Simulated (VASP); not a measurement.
# NaF in VASP: a series of runs

The runs below take NaF through single point, with PBE, r2SCAN.

Everything below comes from runs of VASP 6.6.1. Logs are shortened: lines on timing, memory, paths and dates and some standing lists are left out, and cuts for length are marked.

## Step 1: The cell of the first run

The structure is tetragonal, space group I4/mmm (No. 139). The conventional cell has a = 3.249 Å, b = 3.249 Å, c = 4.490 Å, α = 90.00°, β = 90.00°, γ = 90.00°. Na (site symmetry 4/mmm) has 6 F at 2.24 to 2.30 Å within 3.0 Å. Within 3.0 Å of F (site symmetry 4/mmm) lie 6 Na at 2.24 to 2.30 Å.

## Step 2: Single point, PBE (uniaxial z strain -2.3%)

Input file INCAR:

```
PREC = Accurate ; ENCUT = 520
EDIFF = 1E-6 ; ISMEAR = -1
SIGMA = 0.02 ; LREAL = F
LASPH = T ; NELM = 60
ALGO = Normal ; ISIF = 2
LWAVE = F ; LCHARG = F
GGA = PE ; NBANDS = 14
```

Input file KPOINTS:

```
Automatic mesh
0
Gamma
  10 10 10
```

Input file POSCAR:

```
NaF
1.0
    0.0000000000      2.2972497830      2.2448724880
    2.2972497830      0.0000000000      2.2448724880
    2.2972497830      2.2972497830      0.0000000000
Na F
1 1
Direct
    0.0000000000      0.0000000000      0.0000000000
    0.5000000000      0.5000000000      0.5000000000
```

Potentials or basis: VASP PAW PBE potentials, release 64 (Na_pv, F).

Run with:

```console
$ cat potpaw_PBE.64/Na_pv/POTCAR potpaw_PBE.64/F/POTCAR > POTCAR
$ mpirun -np 1 vasp_std > vasp.out
```

OUTCAR:

```text
PREC = Accurate
   ENCUT = 520
   EDIFF = 1E-6
   ISMEAR = -1
   LREAL = F
   LASPH = T
   NELM = 60
   ISIF = 2
   GGA = PE

 ion  position               nearest neighbor table
   1  0.000  0.000  0.000-   2 2.24   2 2.24   2 2.30   2 2.30   2 2.30   2 2.30
   2  0.500  0.500  0.500-   1 2.24   1 2.24   1 2.30   1 2.30   1 2.30   1 2.30

  LATTYP: Found a body centered tetragonal cell.
 ALAT       =     3.2488017993
 C/A-ratio  =     1.3819694932

  Lattice vectors:

 A1 = (   0.0000000000,  -2.2972497830,  -2.2448724880)
 A2 = (   0.0000000000,   2.2972497830,  -2.2448724880)
 A3 = (   2.2972497830,   0.0000000000,   2.2448724880)

Analysis of symmetry for initial positions (statically):
=====================================================================
 Subroutine PRICEL returns:
 Original cell was already a primitive cell.

 Routine SETGRP: Setting up the symmetry group for a
 body centered tetragonal supercell.

 Subroutine GETGRP returns: Found 16 space group operations
 (whereof 16 operations were pure point group operations)
 out of a pool of 16 trial point group operations.

The static configuration has the point symmetry D_4h.

Analysis of symmetry for dynamics (positions and initial velocities):
=====================================================================
 Subroutine PRICEL returns:
 Original cell was already a primitive cell.

 Routine SETGRP: Setting up the symmetry group for a
 body centered tetragonal supercell.

 Subroutine GETGRP returns: Found 16 space group operations
 (whereof 16 operations were pure point group operations)
 out of a pool of 16 trial point group operations.

The dynamic configuration has the point symmetry D_4h.

 Subroutine INISYM returns: Found 16 space group operations
 (whereof 16 operations are pure point group operations),
 and found     1 'primitive' translations

----------------------------------------------------------------------------------------

                                     Primitive cell

  volume of cell :      23.6940

  direct lattice vectors                    reciprocal lattice vectors
     0.000000000  2.297249783  2.244872488    -0.217651560  0.217651560  0.222729800
     2.297249783  0.000000000  2.244872488     0.217651560 -0.217651560  0.222729800
     2.297249783  2.297249783  0.000000000     0.217651560  0.217651560 -0.222729800

  length of vectors
     3.211978993  3.211978993  3.248801799     0.379938110  0.379938110  0.379938110

  position of ions in fractional coordinates (direct lattice)
     0.000000000  0.000000000  0.000000000
     0.500000000  0.500000000  0.500000000

  ion indices of the primitive-cell ions
   primitive index   ion index
                 1           1
                 2           2

----------------------------------------------------------------------------------------

 KPOINTS: Automatic mesh

Automatic generation of k-mesh.
 Grid dimensions read from file:
 generate k-points for:   10   10   10

 Generating k-lattice:

  Cartesian coordinates                     Fractional coordinates (reciprocal lattice)
    -0.021765156  0.021765156  0.022272980     0.100000000  0.000000000  0.000000000
     0.021765156 -0.021765156  0.022272980     0.000000000  0.100000000  0.000000000
     0.021765156  0.021765156 -0.022272980     0.000000000  0.000000000  0.100000000

  Length of vectors
     0.037993811  0.037993811  0.037993811

  Shift w.r.t. Gamma in fractional coordinates (k-lattice)
     0.000000000  0.000000000  0.000000000

 Subroutine IBZKPT returns following result:
 ===========================================

 Found    102 irreducible k-points:

 Following reciprocal coordinates:
            Coordinates               Weight
  0.000000  0.000000  0.000000      1.000000
  0.100000 -0.000000  0.000000      8.000000
  0.200000 -0.000000  0.000000      8.000000
  0.300000  0.000000  0.000000      8.000000
  0.400000 -0.000000  0.000000      8.000000
  0.500000  0.000000  0.000000      4.000000
[... 16 lines left out ...]
  0.300000  0.300000  0.000000      2.000000
  0.400000  0.300000  0.000000      8.000000
 [... further k-points ...]
   k-points           NKPTS =    102   k-points in BZ     NKDIM =    102   number of bands    NBANDS=     14
   number of dos      NEDOS =    301   number of ions     NIONS =      2
   total plane-waves  NPLWV =  13824
   dimension x,y,z NGX =    24 NGY =   24 NGZ =   24
   dimension x,y,z NGXF=    48 NGYF=   48 NGZF=   48
   ions per type =               1   1
   NGX,Y,Z   is equivalent  to a cutoff of  12.42, 12.42, 12.28 a.u.
   NGXF,Y,Z  is equivalent  to a cutoff of  24.84, 24.84, 24.56 a.u.
 SYSTEM =  unknown system
   PREC   = accura    normal or accurate (medium, high low for compatibility)
   ISTART =      0    job   : 0-new  1-cont  2-samecut
   ICHARG =      2    charge: 1-file 2-atom 10-const
   ISPIN  =      1    spin polarized calculation?
   LNONCOLLINEAR =      F non collinear calculations
   LSORBIT =      F    spin-orbit coupling
   LASPH  =      T    aspherical Exc in radial PAW
   ENCUT  =  520.0 eV  38.22 Ry    6.18 a.u.   5.97  5.97  6.04*2*pi/ulx,y,z
   NELM   =     60;   NELMIN=  2; NELMDL= -5     # of ELM steps
   EDIFF  = 0.1E-05   stopping-criterion for ELM
   LREAL  =      F    real-space projection
   EDIFFG = 0.1E-04   stopping-criterion for IOM
   NSW    =      0    number of steps for IOM
   IBRION =     -1    ionic relax: 0-MD 1-quasi-New 2-CG
   NFREE  =      0    steps in history (QN), initial steepest desc. (CG)
   ISIF   =      2    stress and relaxation
   ISYM   =      2    0-nonsym 1-usesym 2-fastsym
   POTIM  = 0.5000    time-step for ionic-motion
   TEBEG  =    0.0;   TEEND  =   0.0 temperature during run
   PSTRESS=    0.0 pullay stress
   NELECT =      14.0000    total number of electrons
   NUPDOWN=      -1.0000    fix difference up-down
   EMIN   =  10.00;   EMAX   =-10.00  energy-range for DOS
   EFERMI =   0.00;   METHOD = LEGACY
   ISMEAR =    -1;   SIGMA  =   0.02  broadening in eV -4-tet -1-fermi 0-gaus
   EFERMI_NEDOS =   21; number of points for ismear=-14 and -15
   IALGO  =     38    algorithm
   IMIX   =      4    mixing-type and parameters
     AMIX     =   0.40;   BMIX     =  1.00
     AMIX_MAG =   1.60;   BMIX_MAG =  1.00
  volume/ion in A,a.u.               =      11.85        79.95
  Fermi-wavevector in a.u.,A,eV,Ry     =   1.373741  2.595994 25.676423  1.887164
  Thomas-Fermi vector in A             =   2.499230
   LORBIT       =      0    0 simple, 1 ext, 2 COOP (PROOUT), +10 PAW based schemes
   GGA     = PE    functional components
   LHFCALC =     F    Hartree Fock is set to
   AEXX    =    0.0000 exact exchange contribution
   IVDW    =     0    specifies the selected vdW correction
   LEPSILON=     F    determine dielectric tensor
   LRPA    =     F    only Hartree local field effects (RPA)
 non-spin polarized calculation
  energy-cutoff  :      520.00
  volume of cell :       23.69
 maximum number of plane-waves:       652
   NGX = 11   NGY = 11   NGZ = 13

 number of electron      14.0000000 magnetization

 Free energy of the ion-electron system (eV)
  ---------------------------------------------------
  ext. energy  EPLUGINS =         0.00000000
  ---------------------------------------------------
  free energy    TOTEN  =        -8.53098226 eV

  energy without entropy =       -8.53098226  energy(sigma->0) =       -8.53098226

 E-fermi :  -1.4180     XC(G=0):  -9.3896

 val. band max:       -1.8620126958   @ k =   0.0000   0.0000   0.0000
 cond. band min:       4.7058257661   @ k =   0.0000   0.0000   0.0000
 fundamental gap:      6.5678384618
 Fermi energy:        -1.4179814363

 k-point     1 :       0.0000    0.0000    0.0000
  band No.  band energies     occupation
      1     -21.1234      2.00000
      2     -20.6685      2.00000
      3     -20.6685      2.00000
      4     -20.6614      2.00000
      5      -1.8643      2.00000
      6      -1.8643      2.00000
      7      -1.8620      2.00000
      8       4.7058      0.00000
      9      17.4120      0.00000
     10      17.4120      0.00000
     11      17.5792      0.00000
     12      20.4326      0.00000
     13      22.3179      0.00000
     14      23.0122      0.00000

 k-point     2 :       0.1000   -0.0000    0.0000
  band No.  band energies     occupation
      1     -21.2409      2.00000
      2     -20.6701      2.00000
      3     -20.6653      2.00000
      4     -20.5329      2.00000
      5      -2.0728      2.00000
      6      -1.8927      2.00000
      7      -1.8893      2.00000
      8       5.0761      0.00000
      9      16.1687      0.00000
     10      17.5750      0.00000
     11      17.6986      0.00000
     12      21.9311      0.00000
     13      21.9637      0.00000
     14      22.6069      0.00000

 k-point     3 :       0.2000   -0.0000    0.0000
  band No.  band energies     occupation
      1     -21.4307      2.00000
      2     -20.6745      2.00000
      3     -20.6679      2.00000
      4     -20.3036      2.00000
      5      -2.5552      2.00000
      6      -1.9664      2.00000
      7      -1.9582      2.00000
      8       6.0262      0.00000
      9      14.3981      0.00000
     10      17.9808      0.00000
     11      18.1551      0.00000
     12      21.4063      0.00000
     13      21.9532      0.00000
     14      23.2669      0.00000

 k-point     4 :       0.3000    0.0000    0.0000
  band No.  band energies     occupation
      1     -21.5891      2.00000
      2     -20.6798      2.00000
      3     -20.6711      2.00000
      4     -20.0951      2.00000
      5      -3.0639      2.00000
      6      -2.0559      2.00000
      7      -2.0421      2.00000
      8       7.2614      0.00000
      9      12.9051      0.00000
     10      18.3786      0.00000
     11      18.6678      0.00000
     12      21.1748      0.00000
     13      21.6028      0.00000
     14      23.0884      0.00000

 k-point     5 :       0.4000   -0.0000    0.0000
  band No.  band energies     occupation
      1     -21.6903      2.00000
      2     -20.6841      2.00000
      3     -20.6737      2.00000
      4     -19.9527      2.00000
      5      -3.4288      2.00000
      6      -2.1271      2.00000
      7      -2.1090      2.00000
      8       8.5058      0.00000
      9      11.6941      0.00000
     10      18.5424      0.00000
     11      18.9541      0.00000
[... 276 lines left out ...]
 k-point    22 :      -0.2000    0.2000    0.0000
  band No.  band energies     occupation
      1     -21.5136      2.00000
      2     -20.7102      2.00000
      3     -20.6773      2.00000
      4     -20.1492      2.00000
      5      -2.9793      2.00000
      6      -2.2497      2.00000
      7      -2.0716      2.00000
      8       7.6799      0.00000
      9      13.0812      0.00000
     10      16.7389      0.00000
     11      19.5383      0.00000
     12      19.6674      0.00000
     13      21.4145      0.00000
     14      25.6339      0.00000

 k-point    23 :       0.3000    0.3000    0.0000
  band No.  band energies     occupation
      1     -21.3949      2.00000
      2     -20.7120      2.00000
      3     -20.7120      2.00000
      4     -20.2586      2.00000
      5      -2.9956      2.00000
      6      -2.1753      2.00000
      7      -2.1753      2.00000
      8       8.1177      0.00000
      9      12.6206      0.00000
     10      16.8211      0.00000
     11      18.0689      0.00000
     12      18.0689      0.00000
     13      24.7462      0.00000
     14      24.8195      0.00000

 k-point    24 :       0.4000    0.3000    0.0000
  band No.  band energies     occupation
      1     -21.3470      2.00000
      2     -20.7238      2.00000
      3     -20.7189      2.00000
      4     -20.2945      2.00000
      5      -3.1052      2.00000
      6      -2.2870      2.00000
      7      -2.2332      2.00000
      8       9.1610      0.00000
      9      12.0675      0.00000
     10      15.6155      0.00000
     11      18.2008      0.00000
     12      18.2111      0.00000
     13      24.4854      0.00000
     14      25.1890      0.00000

 [... further k-points ...]
[... 5 lines left out ...]
  --------------------------------------------------------------------------------------
  -------------------------------------------------------------------------------------
  Total        0.6142307      0.6142307      1.0218934      0.0000000      0.0000000      0.0000000
  in kB       41.5340240     41.5340240     69.0999997      0.0000000      0.0000000      0.0000000
  external PRESSURE =      50.7226825 kB  Pullay stress =       0.0000000 kB

 VOLUME and BASIS-vectors are now :
 -----------------------------------------------------------------------------
  energy-cutoff  :      520.00
  volume of cell :       23.69
      direct lattice vectors                 reciprocal lattice vectors
     0.000000000  2.297249783  2.244872488    -0.217651560  0.217651560  0.222729800
     2.297249783  0.000000000  2.244872488     0.217651560 -0.217651560  0.222729800
     2.297249783  2.297249783  0.000000000     0.217651560  0.217651560 -0.222729800

 POSITION                                       TOTAL-FORCE (eV/Angst)
 -----------------------------------------------------------------------------------
      0.00000      0.00000      0.00000        -0.000000      0.000000     -0.000000
      2.29725      2.29725      2.24487         0.000000     -0.000000      0.000000
 -----------------------------------------------------------------------------------
    total drift:                                0.000000     -0.000000      0.000000

  FREE ENERGIE OF THE ION-ELECTRON SYSTEM (eV)
  ---------------------------------------------------
  free  energy   TOTEN  =        -8.5309822587 eV

  energy  without entropy=       -8.5309822587  energy(sigma->0) =       -8.53098226
```

Wall time 12 s (1 thread of Intel Xeon Platinum 8488C (Sapphire Rapids), shared host); peak memory 0.15 GiB.

What came out:

```yaml
Free_energy: -8.5310 eV
Pressure: 5.1 GPa
Band_gap_on_the_k_mesh: 6.57 eV, direct
```

Stress tensor (GPa, compression positive):
```
4.15 0.00 0.00
0.00 4.15 0.00
0.00 0.00 6.91
```

Caveat: the cell differs from its parent crystal (uniaxial z strain -2.3%).

## Step 3: Single point, PBE (biaxial xy strain +1.2%)

Input file INCAR:

```
PREC = Accurate
ENCUT = 520
EDIFF = 1E-7
ISMEAR = -1
SIGMA = 0.02
LREAL = False
LASPH = True
NELM = 100
ALGO = Normal
ISIF = 2
LWAVE = False
LCHARG = False
GGA = PE
NBANDS = 14
```

Input file KPOINTS:

```
regular mesh
0
Gamma
  10 10 10
```

Input file POSCAR:

```
NaF
1.0
    0.0000000000      2.3252762304      2.2972497830
    2.3252762304      0.0000000000      2.2972497830
    2.3252762304      2.3252762304      0.0000000000
Na F
1 1
Direct
    0.0000000000      0.0000000000      0.0000000000
    0.5000000000      0.5000000000      0.5000000000
```

Potentials or basis: VASP PAW PBE potentials, release 64 (Na_pv, F).

Run with:

```console
$ cat potpaw_PBE.64/Na_pv/POTCAR potpaw_PBE.64/F/POTCAR > POTCAR
$ mpirun -np 1 vasp_std > vasp.out
```

OUTCAR:

```text
PREC = Accurate
   ENCUT = 520
   EDIFF = 1E-7
   ISMEAR = -1
   LREAL = False
   LASPH = True
   NELM = 100
   ISIF = 2
   GGA = PE

 ion  position               nearest neighbor table
   1  0.000  0.000  0.000-   2 2.30   2 2.30   2 2.33   2 2.33   2 2.33   2 2.33
   2  0.500  0.500  0.500-   1 2.30   1 2.30   1 2.33   1 2.33   1 2.33   1 2.33

  LATTYP: Found a body centered tetragonal cell.
 ALAT       =     3.2884371813
 C/A-ratio  =     1.3971681114

  Lattice vectors:

 A1 = (   0.0000000000,  -2.3252762304,  -2.2972497830)
 A2 = (   0.0000000000,   2.3252762304,  -2.2972497830)
 A3 = (   2.3252762304,   0.0000000000,   2.2972497830)

Analysis of symmetry for initial positions (statically):
=====================================================================
 Subroutine PRICEL returns:
 Original cell was already a primitive cell.

 Routine SETGRP: Setting up the symmetry group for a
 body centered tetragonal supercell.

 Subroutine GETGRP returns: Found 16 space group operations
 (whereof 16 operations were pure point group operations)
 out of a pool of 16 trial point group operations.

The static configuration has the point symmetry D_4h.

[... 167 lines left out ...]
  band No.  band energies     occupation
      1     -21.2533      2.00000
      2     -21.0213      2.00000
      3     -21.0213      2.00000
      4     -21.0170      2.00000
      5      -2.0783      2.00000
      6      -2.0778      2.00000
      7      -2.0778      2.00000
      8       4.2291      0.00000
      9      16.8818      0.00000
     10      16.8818      0.00000
     11      16.9667      0.00000
     12      19.7766      0.00000
     13      21.7774      0.00000
     14      22.1299      0.00000
[... 377 lines left out ...]
      1     -21.5296      2.00000
      2     -21.0684      2.00000
      3     -21.0629      2.00000
      4     -20.6153      2.00000
      5      -3.2508      2.00000
      6      -2.4685      2.00000
      7      -2.4156      2.00000
      8       8.5397      0.00000
      9      11.7135      0.00000
     10      14.7856      0.00000
     11      17.4769      0.00000
     12      17.4981      0.00000
     13      23.3804      0.00000
     14      24.4760      0.00000

 [... further k-points ...]
[... 5 lines left out ...]
  --------------------------------------------------------------------------------------
  -------------------------------------------------------------------------------------
  Total        0.2709779      0.2709779      0.4434562      0.0000000      0.0000000     -0.0000000
  in kB       17.4766084     17.4766084     28.6005223      0.0000000      0.0000000     -0.0000000
  external PRESSURE =      21.1845797 kB  Pullay stress =       0.0000000 kB

 VOLUME and BASIS-vectors are now :
 -----------------------------------------------------------------------------
  energy-cutoff  :      520.00
  volume of cell :       24.84
      direct lattice vectors                 reciprocal lattice vectors
     0.000000000  2.325276230  2.297249783    -0.215028216  0.215028216  0.217651560
     2.325276230  0.000000000  2.297249783     0.215028216 -0.215028216  0.217651560
     2.325276230  2.325276230  0.000000000     0.215028216  0.215028216 -0.217651560

 POSITION                                       TOTAL-FORCE (eV/Angst)
 -----------------------------------------------------------------------------------
      0.00000      0.00000      0.00000         0.000000      0.000000      0.000000
      2.32528      2.32528      2.29725        -0.000000     -0.000000      0.000000
 -----------------------------------------------------------------------------------
    total drift:                                0.000000     -0.000000      0.000000

  FREE ENERGIE OF THE ION-ELECTRON SYSTEM (eV)
  ---------------------------------------------------
  free  energy   TOTEN  =        -8.5603056325 eV

  energy  without entropy=       -8.5603056324  energy(sigma->0) =       -8.56030563
```

It took 13 s on 1 thread of Intel Xeon Platinum 8488C (Sapphire Rapids), shared host; peak memory 0.15 GiB.

What came out:

- Free energy: -8.5603 eV
- Pressure: 2.1 GPa
- Band gap on the k mesh: 6.31 eV, direct

Caveat: the cell differs from its parent crystal (biaxial xy strain +1.2%).

(Part 1 of 2 ends here.)
